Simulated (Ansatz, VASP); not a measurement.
**Ir: VASP beside Ansatz**

```
CELL_PARAMETERS angstrom
0.00000 2.08546 1.62666
2.08546 0.00000 1.62666
2.08546 2.08546 0.00000
ATOMIC_POSITIONS crystal
Ir 0.00000 0.00000 0.00000
```

Alike in both runs: task single point; functional PBE; k mesh 24 × 24 × 24; occupations gaussian, width 0.15 eV; no spin polarisation.

|  | VASP | Ansatz |
| --- | --- | --- |
| version | VASP 6.6.1 | Ansatz 0.2.0 |
| potentials or method | VASP PAW PBE potentials, release 64 (Ir), cutoff 520 eV | scalar-relativistic, plane waves, PAW |
| valence electrons in the cell | 9 | 17 |

Ansatz gave:

```
gap on the k mesh at the Fermi level (eV)                     : none
pressure (GPa)                                                : 18.8
traceless stress, the component that is largest in VASP (GPa) : 32.46
```

Task: Which values does VASP return?

Result: gap on the k mesh at the Fermi level (eV): none; pressure (GPa): 19.5; traceless stress, the component that is largest in VASP (GPa): 32.21.

A gap of «none» marks a metal or a gap that the smearing closes. The functional is the same, so the differences come from potentials, cutoffs and numerics. VASP's potentials hold 9 valence electrons a cell and Ansatz's 17, so a difference there can come from the potentials and not from the codes.

Spin-orbit coupling is off throughout.
